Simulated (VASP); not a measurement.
# SnGe2Se3 (P-3m1) in VASP: single point with PBE

Aim: the single point of SnGe2Se3 with PBE.

Program: VASP 6.6.1. These are calculated values, not measurements. Logs are shortened: lines on timing, memory, paths and dates and some standing lists are left out, and cuts for length are marked.

### 1 The cell of the first run

It takes space group P-3m1 (No. 164, trigonal). Conventional cell: a = 4.092 Å, b = 4.092 Å, c = 10.072 Å, α = 90.00°, β = 90.00°, γ = 120.00°. Sn (site symmetry -3m) has 6 Se at 3.00 Å within 3.9 Å. Ge (site symmetry 3m) has 6 Se at 2.85 Å within 3.8 Å. Se (site symmetry -3m) has 6 Ge at 2.85 Å within 3.8 Å. Within 3.8 Å of Se (site symmetry 3m) lie 3 Ge at 2.85 Å and 3 Sn at 3.00 Å.

### 2 Single point, PBE

INCAR reads:

```
ALGO = Normal ; EDIFF = 1E-6
ENCUT = 520 ; GGA = PE
ISIF = 2 ; ISMEAR = 0
LASPH = T ; LCHARG = F
LREAL = F ; LWAVE = F
NBANDS = 39 ; NELM = 100
PREC = Accurate ; SIGMA = 0.01
```

KPOINTS reads:

```
k-points
0
Gamma
  12 12 4
```

POSCAR reads:

```
SnGe2Se3
1.0
    4.0918609287      0.0000000000      0.0000000000
   -2.0459304643      3.5436555130      0.0000000000
    0.0000000000      0.0000000000     10.0719871484
Sn Ge Se
1 2 3
Direct
    0.0000000000      0.0000000000      0.0000000000
    0.3333333333      0.6666666667      0.6583771599
    0.6666666667      0.3333333333      0.3416228401
    0.0000000000      0.0000000000      0.5000000000
    0.3333333333      0.6666666667      0.1829014322
    0.6666666667      0.3333333333      0.8170985678
```

Potentials or basis: VASP PAW PBE potentials, release 64 (Sn_d, Ge_d, Se).

Run with:

```
cat potpaw_PBE.64/Sn_d/POTCAR potpaw_PBE.64/Ge_d/POTCAR potpaw_PBE.64/Se/POTCAR > POTCAR
mpirun -np 1 vasp_std > vasp.out
```

OUTCAR:

```text
EDIFF = 1E-6
   ENCUT = 520
   GGA = PE
   ISIF = 2
   ISMEAR = 0
   LASPH = T
   LREAL = F
   NELM = 100
   PREC = Accurate

 ion  position               nearest neighbor table
   1  0.000  0.000  0.000-   5 3.00   6 3.00   5 3.00   6 3.00   6 3.00   5 3.00
   2  0.333  0.667  0.658-   4 2.85   4 2.85   4 2.85   6 2.85   6 2.85   6 2.85
   3  0.667  0.333  0.342-   4 2.85   4 2.85   4 2.85   5 2.85   5 2.85   5 2.85
   4  0.000  0.000  0.500-   2 2.85   3 2.85   2 2.85   3 2.85   3 2.85   2 2.85
   5  0.333  0.667  0.183-   3 2.85   3 2.85   3 2.85   1 3.00   1 3.00   1 3.00
   6  0.667  0.333  0.817-   2 2.85   2 2.85   2 2.85   1 3.00   1 3.00   1 3.00

  LATTYP: Found a hexagonal cell.
 ALAT       =     4.0918609287
 C/A-ratio  =     2.4614685895

  Lattice vectors:

 A1 = (   4.0918609287,   0.0000000000,   0.0000000000)
 A2 = (  -2.0459304643,   3.5436555130,   0.0000000000)
 A3 = (   0.0000000000,   0.0000000000,  10.0719871484)

Analysis of symmetry for initial positions (statically):
=====================================================================
 Subroutine PRICEL returns:
 Original cell was already a primitive cell.

 Routine SETGRP: Setting up the symmetry group for a
 hexagonal supercell.

 Subroutine GETGRP returns: Found 12 space group operations
 (whereof 12 operations were pure point group operations)
 out of a pool of 24 trial point group operations.

The static configuration has the point symmetry D_3d.

Analysis of symmetry for dynamics (positions and initial velocities):
=====================================================================
 Subroutine PRICEL returns:
 Original cell was already a primitive cell.

 Routine SETGRP: Setting up the symmetry group for a
 hexagonal supercell.

 Subroutine GETGRP returns: Found 12 space group operations
 (whereof 12 operations were pure point group operations)
 out of a pool of 24 trial point group operations.

The dynamic configuration has the point symmetry D_3d.

 Subroutine INISYM returns: Found 12 space group operations
 (whereof 12 operations are pure point group operations),
 and found     1 'primitive' translations

----------------------------------------------------------------------------------------

                                     Primitive cell

  volume of cell :     146.0453

  direct lattice vectors                    reciprocal lattice vectors
     4.091860929  0.000000000  0.000000000     0.244387582  0.141097236  0.000000000
    -2.045930464  3.543655513  0.000000000     0.000000000  0.282194473  0.000000000
     0.000000000  0.000000000 10.071987148     0.000000000  0.000000000  0.099285274

  length of vectors
     4.091860929  4.091860929 10.071987148     0.282194473  0.282194473  0.099285274

  position of ions in fractional coordinates (direct lattice)
     0.000000000  0.000000000  0.000000000
     0.333333333  0.666666667  0.658377160
     0.666666667  0.333333333  0.341622840
     0.000000000  0.000000000  0.500000000
     0.333333333  0.666666667  0.182901432
     0.666666667  0.333333333  0.817098568

  ion indices of the primitive-cell ions
   primitive index   ion index
                 1           1
                 2           2
                 3           3
                 4           4
                 5           5
                 6           6

----------------------------------------------------------------------------------------

 KPOINTS: k-points

Automatic generation of k-mesh.
 Grid dimensions read from file:
 generate k-points for:   12   12    4

 Generating k-lattice:

  Cartesian coordinates                     Fractional coordinates (reciprocal lattice)
     0.020365632  0.011758103  0.000000000     0.083333333  0.000000000  0.000000000
     0.000000000  0.023516206  0.000000000     0.000000000  0.083333333  0.000000000
     0.000000000  0.000000000  0.024821318     0.000000000  0.000000000  0.250000000

  Length of vectors
     0.023516206  0.023516206  0.024821318

  Shift w.r.t. Gamma in fractional coordinates (k-lattice)
     0.000000000  0.000000000  0.000000000

 Subroutine IBZKPT returns following result:
 ===========================================

 Found     69 irreducible k-points:

 Following reciprocal coordinates:
            Coordinates               Weight
  0.000000  0.000000  0.000000      1.000000
  0.083333 -0.000000  0.000000      6.000000
  0.166667  0.000000  0.000000      6.000000
  0.250000  0.000000  0.000000      6.000000
  0.333333  0.000000  0.000000      6.000000
  0.416667  0.000000  0.000000      6.000000
[... 16 lines left out ...]
  0.166667  0.000000  0.250000      6.000000
  0.000000  0.166667  0.250000      6.000000
 [... further k-points ...]
   k-points           NKPTS =     69   k-points in BZ     NKDIM =     69   number of bands    NBANDS=     39
   number of dos      NEDOS =    301   number of ions     NIONS =      6
   total plane-waves  NPLWV =  72000
   dimension x,y,z NGX =    30 NGY =   30 NGZ =   80
   dimension x,y,z NGXF=    60 NGYF=   60 NGZF=  160
   ions per type =               1   2   3
   NGX,Y,Z   is equivalent  to a cutoff of  12.19, 12.19, 13.20 a.u.
   NGXF,Y,Z  is equivalent  to a cutoff of  24.38, 24.38, 26.41 a.u.
 SYSTEM =  unknown system
   PREC   = accura    normal or accurate (medium, high low for compatibility)
   ISTART =      0    job   : 0-new  1-cont  2-samecut
   ICHARG =      2    charge: 1-file 2-atom 10-const
   ISPIN  =      1    spin polarized calculation?
   LNONCOLLINEAR =      F non collinear calculations
   LSORBIT =      F    spin-orbit coupling
   LASPH  =      T    aspherical Exc in radial PAW
   ENCUT  =  520.0 eV  38.22 Ry    6.18 a.u.   7.61  7.61 18.73*2*pi/ulx,y,z
   NELM   =    100;   NELMIN=  2; NELMDL= -5     # of ELM steps
   EDIFF  = 0.1E-05   stopping-criterion for ELM
   LREAL  =      F    real-space projection
   EDIFFG = 0.1E-04   stopping-criterion for IOM
   NSW    =      0    number of steps for IOM
   IBRION =     -1    ionic relax: 0-MD 1-quasi-New 2-CG
   NFREE  =      0    steps in history (QN), initial steepest desc. (CG)
   ISIF   =      2    stress and relaxation
   ISYM   =      2    0-nonsym 1-usesym 2-fastsym
   POTIM  = 0.5000    time-step for ionic-motion
   TEBEG  =    0.0;   TEEND  =   0.0 temperature during run
   PSTRESS=    0.0 pullay stress
   NELECT =      60.0000    total number of electrons
   NUPDOWN=      -1.0000    fix difference up-down
   EMIN   =  10.00;   EMAX   =-10.00  energy-range for DOS
   EFERMI =   0.00;   METHOD = LEGACY
   ISMEAR =     0;   SIGMA  =   0.01  broadening in eV -4-tet -1-fermi 0-gaus
   EFERMI_NEDOS =   21; number of points for ismear=-14 and -15
   IALGO  =     38    algorithm
   IMIX   =      4    mixing-type and parameters
     AMIX     =   0.40;   BMIX     =  1.00
     AMIX_MAG =   1.60;   BMIX_MAG =  1.00
  volume/ion in A,a.u.               =      24.34       164.26
  Fermi-wavevector in a.u.,A,eV,Ry     =   1.217015  2.299826 20.151949  1.481126
  Thomas-Fermi vector in A             =   2.352350
   LORBIT       =      0    0 simple, 1 ext, 2 COOP (PROOUT), +10 PAW based schemes
   GGA     = PE    functional components
   LHFCALC =     F    Hartree Fock is set to
   AEXX    =    0.0000 exact exchange contribution
   IVDW    =     0    specifies the selected vdW correction
   LEPSILON=     F    determine dielectric tensor
   LRPA    =     F    only Hartree local field effects (RPA)
 non-spin polarized calculation
 Gauss-broadening in eV      SIGMA  =   0.01
  energy-cutoff  :      520.00
  volume of cell :      146.05
 maximum number of plane-waves:      3967
   NGX = 15   NGY = 15   NGZ = 37

 number of electron      59.9999984 magnetization

 Free energy of the ion-electron system (eV)
  ---------------------------------------------------
  ext. energy  EPLUGINS =         0.00000000
  ---------------------------------------------------
  free energy    TOTEN  =       -25.05445409 eV

  energy without entropy =      -25.05445409  energy(sigma->0) =      -25.05445409

 E-fermi :   5.2598     XC(G=0):  -9.8523

 val. band max:        5.1720757332   @ k =   0.0000   0.0000   0.5000
 cond. band min:       5.3722654423   @ k =   0.5000   0.0000   0.5000
 fundamental gap:      0.2001897091
 Fermi energy:         5.2598325807

 k-point     1 :       0.0000    0.0000    0.0000
  band No.  band energies     occupation
      1     -19.9240      2.00000
      2     -19.9240      2.00000
      3     -19.9229      2.00000
      4     -19.9229      2.00000
      5     -19.9214      2.00000
      6     -19.9212      2.00000
[... 31 lines left out ...]
     38       9.3054      0.00000
     39       9.3054      0.00000

 k-point     2 :       0.0833   -0.0000    0.0000
  band No.  band energies     occupation
      1     -19.9243      2.00000
      2     -19.9239      2.00000
      3     -19.9231      2.00000
      4     -19.9229      2.00000
      5     -19.9213      2.00000
      6     -19.9211      2.00000
[... 31 lines left out ...]
     38       9.0879      0.00000
     39       9.1158      0.00000

 k-point     3 :       0.1667    0.0000    0.0000
  band No.  band energies     occupation
      1     -19.9252      2.00000
      2     -19.9238      2.00000
      3     -19.9236      2.00000
      4     -19.9225      2.00000
      5     -19.9212      2.00000
      6     -19.9207      2.00000
[... 31 lines left out ...]
     38       8.7104      0.00000
     39       9.1660      0.00000

 k-point     4 :       0.2500    0.0000    0.0000
  band No.  band energies     occupation
      1     -19.9264      2.00000
      2     -19.9242      2.00000
      3     -19.9238      2.00000
      4     -19.9221      2.00000
      5     -19.9214      2.00000
      6     -19.9201      2.00000
[... 31 lines left out ...]
     38       9.0370      0.00000
     39       9.6986      0.00000
[... 754 lines left out ...]
     38       9.2105      0.00000
     39       9.2424      0.00000

 k-point    23 :       0.1667    0.0000    0.2500
  band No.  band energies     occupation
      1     -19.9252      2.00000
      2     -19.9238      2.00000
      3     -19.9236      2.00000
      4     -19.9226      2.00000
      5     -19.9212      2.00000
      6     -19.9207      2.00000
[... 31 lines left out ...]
     38       8.7953      0.00000
     39       8.8633      0.00000

 k-point    24 :       0.0000    0.1667    0.2500
  band No.  band energies     occupation
      1     -19.9252      2.00000
      2     -19.9238      2.00000
      3     -19.9236      2.00000
      4     -19.9226      2.00000
      5     -19.9212      2.00000
      6     -19.9207      2.00000
[... 31 lines left out ...]
     38       9.2850      0.00000
     39       9.4099      0.00000

 [... further k-points ...]

------------------------ aborting loop because EDIFF is reached ----------------------------------------

  FORCE on cell =-STRESS in cart. coord.  units (eV):
  Direction    XX          YY          ZZ          XY          YZ          ZX
  --------------------------------------------------------------------------------------
  -------------------------------------------------------------------------------------
  Total       -0.0079749     -0.0079749     -0.0066399     -0.0000000      0.0000000     -0.0000000
  in kB       -0.0874879     -0.0874879     -0.0728421     -0.0000000      0.0000000     -0.0000000
  external PRESSURE =      -0.0826060 kB  Pullay stress =       0.0000000 kB

 VOLUME and BASIS-vectors are now :
 -----------------------------------------------------------------------------
  energy-cutoff  :      520.00
  volume of cell :      146.05
      direct lattice vectors                 reciprocal lattice vectors
     4.091860929  0.000000000  0.000000000     0.244387582  0.141097236  0.000000000
    -2.045930464  3.543655513  0.000000000     0.000000000  0.282194473  0.000000000
     0.000000000  0.000000000 10.071987148     0.000000000  0.000000000  0.099285274

 POSITION                                       TOTAL-FORCE (eV/Angst)
 -----------------------------------------------------------------------------------
      0.00000      0.00000      0.00000        -0.000000      0.000000      0.000000
     -0.00000      2.36244      6.63117        -0.000000      0.000000      0.000138
      2.04593      1.18122      3.44082         0.000000     -0.000000     -0.000138
      0.00000      0.00000      5.03599        -0.000000      0.000000      0.000000
     -0.00000      2.36244      1.84218         0.000000     -0.000000     -0.001118
      2.04593      1.18122      8.22981        -0.000000      0.000000      0.001118
 -----------------------------------------------------------------------------------
    total drift:                                0.000000      0.000000     -0.000000

  FREE ENERGIE OF THE ION-ELECTRON SYSTEM (eV)
  ---------------------------------------------------
  free  energy   TOTEN  =       -25.0544540871 eV

  energy  without entropy=      -25.0544540871  energy(sigma->0) =      -25.05445409
```

Run time: 5.3 min. Hardware: 1 thread of Intel Xeon Platinum 8259CL at 2.50GHz (Skylake/Cascade Lake), shared host; peak memory 0.5 GiB.

What came out:

- Free energy: -25.0545 eV
- Pressure: 0.0 GPa
- Band gap on the k mesh: 0.20 eV (least direct gap 0.23 eV)

Levels at points of the mesh, in eV from the valence-band top:
```csv
k point,band 27,band 28,band 29,band 30,band 31,band 32,band 33,band 34
"(0.00, 0.00, 0.00)",-2.06,-2.06,-0.91,-0.49,1.22,1.22,1.23,1.30
"(0.50, 0.00, 0.00)",-2.80,-2.56,-1.76,-1.61,1.59,1.78,2.01,2.17
"(0.00, 0.00, 0.50)",-1.96,-1.91,-1.27,0.00,0.23,0.85,0.85,2.69
"(0.50, 0.00, 0.50)",-3.06,-1.97,-1.96,-0.04,0.20,0.84,0.89,3.50
```

Caveat: spin-orbit coupling is left out, which moves the levels of the heavy elements. A k mesh can miss the band edges.
